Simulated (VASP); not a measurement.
# Sb2Br (C2/m) in VASP: further runs

Sb2Br is run at these levels: r2SCAN; tasks: single point.

All numbers are computed with VASP 6.6.1; they aren't measurements. Logs are shortened: lines on timing, memory, paths and dates and some standing lists are left out, and cuts for length are marked.

### Step 1. The cell of the first run

Symmetry: C2/m, No. 12, monoclinic system. Conventional cell: a = 14.959 Å, b = 6.065 Å, c = 7.634 Å, α = 90.00°, β = 115.10°, γ = 90.00°. Within 5.0 Å of Br (site symmetry m) lie 9 Sb at 3.81 to 4.65 Å and 3 Br at 4.56 to 4.94 Å. Sb (site symmetry m) has 4 Br at 3.81 to 3.94 Å and 9 Sb at 3.94 to 5.28 Å within 5.3 Å. Within 4.8 Å of Sb (site symmetry m) lie 6 Sb at 3.68 to 4.16 Å and 5 Br at 4.11 to 4.65 Å.

### Step 2. Single point, r2SCAN

Contents of POSCAR:

```
Sb2Br
1.0
    0.0000000000      6.0646290000      0.0000000000
    7.4793530000     -3.0323140000      0.0000000000
    3.2384160000      0.0000000000     -6.9132710000
Br Sb
2 4
Direct
    0.8180000000      0.6360000000      0.6310000000
    0.1820000000      0.3640000000      0.3690000000
    0.1450000000      0.2900000000      0.8950000000
    0.8550000000      0.7100000000      0.1050000000
    0.5240000000      0.0480000000      0.7430000000
    0.4760000000      0.9520000000      0.2570000000
```

Contents of INCAR.step1:

```
SYSTEM = Sb2Br
PREC = Accurate
ENCUT = 520
ISMEAR = 1
SIGMA = 0.1739
LREAL = .FALSE.
LASPH = .TRUE.
NELM = 100
NBANDS = 26
GGA = PE
ALGO = Normal
EDIFF = 1E-4
LWAVE = .TRUE.
LCHARG = .FALSE.
```

Contents of INCAR.step2:

```
SYSTEM = Sb2Br
PREC = Accurate
ENCUT = 520
EDIFF = 1E-6
ISMEAR = 1
SIGMA = 0.1739
LREAL = .FALSE.
LASPH = .TRUE.
NELM = 100
ALGO = Normal
ISIF = 2
LWAVE = .FALSE.
LCHARG = .FALSE.
METAGGA = R2SCAN
LMIXTAU = .TRUE.
NBANDS = 26
ISTART = 1
```

Contents of KPOINTS:

```
regular mesh
0
G
  3 3 3
  0 0 0
```

Potentials or basis: VASP PAW PBE potentials, release 64 (Br, Sb).

Command:

```console
$ cat potpaw_PBE.64/Br/POTCAR potpaw_PBE.64/Sb/POTCAR > POTCAR
$ cp INCAR.step1 INCAR
$ mpirun -np 1 vasp_std > vasp.out
$ cp INCAR.step2 INCAR
$ mpirun -np 1 vasp_std > vasp.out
```

OUTCAR:

```text
SYSTEM = Sb2Br
   PREC = Accurate
   ENCUT = 520
   EDIFF = 1E-6
   ISMEAR = 1
   LREAL = .FALSE.
   LASPH = .TRUE.
   NELM = 100
   ISIF = 2
   METAGGA = R2SCAN
   ISTART = 1

 ion  position               nearest neighbor table
   1  0.818  0.636  0.631-
   2  0.182  0.364  0.369-
   3  0.145  0.290  0.895-
   4  0.855  0.710  0.105-
   5  0.524  0.048  0.743-   6 3.68
   6  0.476  0.952  0.257-   5 3.68

  LATTYP: Found a base centered monoclinic cell.
 ALAT       =    14.9587060000
 B/A-ratio  =     0.4054247072
 C/A-ratio  =     0.5103500740
 COS(beta)  =    -0.4241997692

  Lattice vectors:

 A1 = (  -7.4793530000,  -3.0323150000,   0.0000000000)
 A2 = (  -7.4793530000,   3.0323140000,   0.0000000000)
 A3 = (   3.2384160000,   0.0000000000,  -6.9132710000)

Analysis of symmetry for initial positions (statically):
=====================================================================
 Subroutine PRICEL returns:
 Original cell was already a primitive cell.

 Routine SETGRP: Setting up the symmetry group for a
 base centered monoclinic supercell.

 Subroutine GETGRP returns: Found  4 space group operations
 (whereof  4 operations were pure point group operations)
 out of a pool of  4 trial point group operations.

The static configuration has the point symmetry C_2h.

Analysis of symmetry for dynamics (positions and initial velocities):
=====================================================================
 Subroutine PRICEL returns:
 Original cell was already a primitive cell.

 Routine SETGRP: Setting up the symmetry group for a
 base centered monoclinic supercell.

 Subroutine GETGRP returns: Found  4 space group operations
 (whereof  4 operations were pure point group operations)
 out of a pool of  4 trial point group operations.

The dynamic configuration has the point symmetry C_2h.

 Subroutine INISYM returns: Found  4 space group operations
 (whereof  4 operations are pure point group operations),
 and found     1 'primitive' translations

----------------------------------------------------------------------------------------

                                     Primitive cell

  volume of cell :     313.5825

  direct lattice vectors                    reciprocal lattice vectors
     0.000000000  6.064629000  0.000000000     0.066850691  0.164890548  0.031315183
     7.479353000 -3.032314000  0.000000000     0.133701404  0.000000000  0.062630377
     3.238416000  0.000000000 -6.913271000     0.000000000  0.000000000 -0.144649327

  length of vectors
     6.064629000  8.070665988  7.634176715     0.180661419  0.147643590  0.144649327

  position of ions in fractional coordinates (direct lattice)
     0.818000000  0.636000000  0.631000000
     0.182000000  0.364000000  0.369000000
     0.145000000  0.290000000  0.895000000
     0.855000000  0.710000000  0.105000000
     0.524000000  0.048000000  0.743000000
     0.476000000  0.952000000  0.257000000

  ion indices of the primitive-cell ions
   primitive index   ion index
                 1           1
                 2           2
                 3           3
                 4           4
                 5           5
                 6           6

----------------------------------------------------------------------------------------

 KPOINTS: regular mesh

Automatic generation of k-mesh.
 Grid dimensions read from file:
 generate k-points for:    3    3    3

 Generating k-lattice:

  Cartesian coordinates                     Fractional coordinates (reciprocal lattice)
     0.022283564  0.054963516  0.010438394     0.333333333  0.000000000  0.000000000
     0.044567135  0.000000000  0.020876792     0.000000000  0.333333333  0.000000000
     0.000000000  0.000000000 -0.048216442     0.000000000  0.000000000  0.333333333

  Length of vectors
     0.060220473  0.049214530  0.048216442

  Shift w.r.t. Gamma in fractional coordinates (k-lattice)
     0.000000000  0.000000000  0.000000000

 Subroutine IBZKPT returns following result:
 ===========================================

 Found     10 irreducible k-points:

 Following reciprocal coordinates:
            Coordinates               Weight
  0.000000  0.000000  0.000000      1.000000
  0.333333 -0.000000  0.000000      4.000000
  0.000000  0.333333  0.000000      2.000000
  0.333333  0.333333  0.000000      2.000000
  0.000000  0.000000  0.333333      2.000000
  0.333333 -0.000000  0.333333      4.000000
 -0.333333  0.000000  0.333333      4.000000
  0.000000  0.333333  0.333333      2.000000
  0.333333  0.333333  0.333333      4.000000
  0.000000 -0.333333  0.333333      2.000000
   k-points           NKPTS =     10   k-points in BZ     NKDIM =     10   number of bands    NBANDS=     26
   number of dos      NEDOS =    301   number of ions     NIONS =      6
   total plane-waves  NPLWV = 172800
   dimension x,y,z NGX =    48 NGY =   60 NGZ =   60
   dimension x,y,z NGXF=    96 NGYF=  120 NGZF=  120
   ions per type =               2   4
   NGX,Y,Z   is equivalent  to a cutoff of  13.16, 12.36, 13.07 a.u.
   NGXF,Y,Z  is equivalent  to a cutoff of  26.32, 24.72, 26.13 a.u.
 SYSTEM =  Sb2Br
   PREC   = accura    normal or accurate (medium, high low for compatibility)
   ISTART =      1    job   : 0-new  1-cont  2-samecut
   ICHARG =      0    charge: 1-file 2-atom 10-const
   ISPIN  =      1    spin polarized calculation?
   LNONCOLLINEAR =      F non collinear calculations
   LSORBIT =      F    spin-orbit coupling
   LASPH  =      T    aspherical Exc in radial PAW
   ENCUT  =  520.0 eV  38.22 Ry    6.18 a.u.  11.28 15.01 14.19*2*pi/ulx,y,z
   NELM   =    100;   NELMIN=  2; NELMDL=  0     # of ELM steps
   EDIFF  = 0.1E-05   stopping-criterion for ELM
   LREAL  =      F    real-space projection
   EDIFFG = 0.1E-04   stopping-criterion for IOM
   NSW    =      0    number of steps for IOM
   IBRION =     -1    ionic relax: 0-MD 1-quasi-New 2-CG
   NFREE  =      0    steps in history (QN), initial steepest desc. (CG)
   ISIF   =      2    stress and relaxation
   ISYM   =      2    0-nonsym 1-usesym 2-fastsym
   POTIM  = 0.5000    time-step for ionic-motion
   TEBEG  =    0.0;   TEEND  =   0.0 temperature during run
   PSTRESS=    0.0 pullay stress
   NELECT =      34.0000    total number of electrons
   NUPDOWN=      -1.0000    fix difference up-down
   EMIN   =  10.00;   EMAX   =-10.00  energy-range for DOS
   EFERMI =   0.00;   METHOD = LEGACY
   ISMEAR =     1;   SIGMA  =   0.17  broadening in eV -4-tet -1-fermi 0-gaus
   EFERMI_NEDOS =   21; number of points for ismear=-14 and -15
   IALGO  =     38    algorithm
   IMIX   =      4    mixing-type and parameters
     AMIX     =   0.40;   BMIX     =  1.00
     AMIX_MAG =   1.60;   BMIX_MAG =  1.00
  volume/ion in A,a.u.               =      52.26       352.69
  Fermi-wavevector in a.u.,A,eV,Ry     =   0.780639  1.475195  8.291363  0.609398
  Thomas-Fermi vector in A             =   1.883992
   LORBIT       =      0    0 simple, 1 ext, 2 COOP (PROOUT), +10 PAW based schemes
   METAGGA = R2SCAN    functional components
   LHFCALC =     F    Hartree Fock is set to
   AEXX    =    0.0000 exact exchange contribution
   IVDW    =     0    specifies the selected vdW correction
   LEPSILON=     F    determine dielectric tensor
   LRPA    =     F    only Hartree local field effects (RPA)
 non-spin polarized calculation
 Methfessel and Paxton  Order N= 1 SIGMA  =   0.17
  energy-cutoff  :      520.00
  volume of cell :      313.58
 maximum number of plane-waves:      8468
 NGX is ok and might be reduce to    48
   NGX = 23   NGY = 29   NGZ = 29

 number of electron      33.9999997 magnetization

 Free energy of the ion-electron system (eV)
  ---------------------------------------------------
  ext. energy  EPLUGINS =         0.00000000
  ---------------------------------------------------
  free energy    TOTEN  =      -122.36258549 eV

  energy without entropy =     -122.35652543  energy(sigma->0) =     -122.36056547

 E-fermi :   0.3973     XC(G=0):  -7.4207

 val. band max:        0.3380906867   @ k =   0.0000   0.3333   0.3333
 cond. band min:       0.4028160648   @ k =   0.3333  -0.0000   0.3333
 fundamental gap:      0.0647253781
 Fermi energy:         0.3973099087

 k-point     1 :       0.0000    0.0000    0.0000
  band No.  band energies     occupation
      1     -13.5409      2.00000
      2     -13.4769      2.00000
      3      -9.1395      2.00000
      4      -8.2251      2.00000
      5      -8.0400      2.00000
      6      -7.8237      2.00000
[... 18 lines left out ...]
     25       6.1274      0.00000
     26       6.4485      0.00000

 k-point     2 :       0.3333   -0.0000    0.0000
  band No.  band energies     occupation
      1     -13.5215      2.00000
      2     -13.4891      2.00000
      3      -8.9123      2.00000
      4      -8.3514      2.00000
      5      -8.2049      2.00000
      6      -7.8332      2.00000
[... 18 lines left out ...]
     25       6.5663      0.00000
     26       6.7271      0.00000

 k-point     3 :       0.0000    0.3333    0.0000
  band No.  band energies     occupation
      1     -13.5333      2.00000
      2     -13.4831      2.00000
      3      -9.1310      2.00000
      4      -8.2450      2.00000
      5      -8.0497      2.00000
      6      -7.8347      2.00000
[... 166 lines left out ...]
 k-point     9 :       0.3333    0.3333    0.3333
  band No.  band energies     occupation
      1     -13.5108      2.00000
      2     -13.4967      2.00000
      3      -8.8339      2.00000
      4      -8.3146      2.00000
      5      -8.2461      2.00000
      6      -8.0239      2.00000
[... 18 lines left out ...]
     25       6.5023      0.00000
     26       6.9169      0.00000

 k-point    10 :       0.0000   -0.3333    0.3333
  band No.  band energies     occupation
      1     -13.5266      2.00000
      2     -13.4870      2.00000
      3      -9.0836      2.00000
      4      -8.2794      2.00000
      5      -8.1059      2.00000
      6      -7.8768      2.00000
[... 18 lines left out ...]
     25       5.9643      0.00000
     26       6.5514      0.00000

------------------------ aborting loop because EDIFF is reached ----------------------------------------

  FORCE on cell =-STRESS in cart. coord.  units (eV):
  Direction    XX          YY          ZZ          XY          YZ          ZX
  --------------------------------------------------------------------------------------
  -------------------------------------------------------------------------------------
  Total      -11.3184390    -16.4817618    -13.7249697     -0.0000007     -0.0000003      2.0418549
  in kB      -57.8289445    -84.2097474    -70.1245564     -0.0000035     -0.0000015     10.4323852
  external PRESSURE =     -70.7210828 kB  Pullay stress =       0.0000000 kB

 VOLUME and BASIS-vectors are now :
 -----------------------------------------------------------------------------
  energy-cutoff  :      520.00
  volume of cell :      313.58
      direct lattice vectors                 reciprocal lattice vectors
     0.000000000  6.064629000  0.000000000     0.066850691  0.164890548  0.031315183
     7.479353000 -3.032314000  0.000000000     0.133701404  0.000000000  0.062630377
     3.238416000  0.000000000 -6.913271000     0.000000000  0.000000000 -0.144649327

 POSITION                                       TOTAL-FORCE (eV/Angst)
 -----------------------------------------------------------------------------------
      6.80031      3.03231     -4.36227        -0.036630     -0.000000     -0.175141
      3.91746      0.00000     -2.55100         0.036630      0.000000      0.175141
      5.06739      0.00000     -6.18738        -1.541971     -0.000000      0.037344
      5.65037      3.03231     -0.72589         1.541971      0.000000     -0.037344
      2.76515      3.03231     -5.13656         0.911964      0.000000     -1.447186
      7.95262      0.00000     -1.77671        -0.911964     -0.000000      1.447186
 -----------------------------------------------------------------------------------
    total drift:                               -0.000000      0.000000      0.000000

  FREE ENERGIE OF THE ION-ELECTRON SYSTEM (eV)
  ---------------------------------------------------
  free  energy   TOTEN  =      -122.3625854907 eV

  energy  without entropy=     -122.3565254334  energy(sigma->0) =     -122.36056547
```

Run time: 2.8 min. Hardware: 1 thread of Intel Xeon 6975P-C (Granite Rapids), shared host; peak memory 0.49 GiB.

Results:

```
Free energy            : -122.3626 eV
Pressure               : -7.1 GPa
Largest force          : 1.711 eV/Å
Band gap on the k mesh : zero (bands 17 and 18 overlap by 0.30 eV)
```

Forces on the atoms (eV/Å):
```
Br  -0.037  0.000 -0.175
Br   0.037  0.000  0.175
Sb  -1.542  0.000  0.037
Sb   1.542  0.000 -0.037
Sb   0.912  0.000 -1.447
Sb  -0.912  0.000  1.447
```

Levels at points of the mesh, in eV from the Fermi level:
| k point | band 14 | band 15 | band 16 | band 17 | band 18 | band 19 | band 20 | band 21 |
| --- | --- | --- | --- | --- | --- | --- | --- | --- |
| (0.00, 0.00, 0.00) | -1.51 | -0.36 | -0.33 | 0.12 | 0.23 | 0.27 | 0.47 | 1.22 |

Caveat: the k points lie up to 0.38 Å⁻¹ apart; the PAW data sets were made with another functional, which shifts forces and pressure a little; spin-orbit coupling is left out, which moves the levels of the heavy elements.

### Step 3. Single point, r2SCAN

POSCAR is that of step 2.

Contents of INCAR.step1:

```
PREC = Accurate ; ENCUT = 520
ISMEAR = 1 ; SIGMA = 0.1739
LREAL = F ; LASPH = T
NELM = 100 ; NBANDS = 26
GGA = PE ; ALGO = Normal
EDIFF = 1E-4 ; LWAVE = T
LCHARG = F
```

Contents of INCAR.step2:

```
PREC = Accurate ; ENCUT = 520
EDIFF = 1E-7 ; ISMEAR = 1
SIGMA = 0.1739 ; LREAL = F
LASPH = T ; NELM = 100
ALGO = Normal ; ISIF = 2
LWAVE = F ; LCHARG = F
METAGGA = R2SCAN ; LMIXTAU = T
NBANDS = 26 ; ISTART = 1
```

Contents of KPOINTS:

```
regular mesh
0
Gamma
  3 3 3
```

Potentials or basis: VASP PAW PBE potentials, release 64 (Br, Sb).

Command:

```console
$ cat potpaw_PBE.64/Br/POTCAR potpaw_PBE.64/Sb/POTCAR > POTCAR
$ cp INCAR.step1 INCAR
$ mpirun -np 1 vasp_std > vasp.out
$ cp INCAR.step2 INCAR
$ mpirun -np 1 vasp_std > vasp.out
```

Run time: 3.3 min. Hardware: 1 thread of Intel Xeon 6975P-C (Granite Rapids), shared host; peak memory 0.49 GiB.

It converged, with:

```yaml
Free_energy: -122.3626 eV
Pressure: -7.1 GPa
Largest_force: 1.711 eV/Å
Band_gap_on_the_k_mesh: zero (bands 17 and 18 overlap by 0.30 eV)
```

Forces on the atoms (eV/Å):
```
Br  -0.036  0.000 -0.175
Br   0.036  0.000  0.175
Sb  -1.542  0.000  0.038
Sb   1.542  0.000 -0.038
Sb   0.912  0.000 -1.447
Sb  -0.912  0.000  1.447
```

Stress tensor (GPa, compression positive):
```
-5.78  0.00  1.04
 0.00 -8.42  0.00
 1.04  0.00 -7.01
```

Levels at points of the mesh, in eV from the Fermi level:
| k point | band 13 | band 14 | band 15 | band 16 | band 17 | band 18 | band 19 | band 20 | band 21 | band 22 |
| --- | --- | --- | --- | --- | --- | --- | --- | --- | --- | --- |
| (0.00, 0.00, 0.00) | -1.63 | -1.51 | -0.36 | -0.33 | 0.12 | 0.23 | 0.27 | 0.47 | 1.22 | 1.26 |

Caveat: the k points lie up to 0.38 Å⁻¹ apart; the PAW data sets were made with another functional, which shifts forces and pressure a little; spin-orbit coupling is left out, which moves the levels of the heavy elements.

(Continued in part 2 of 2.)
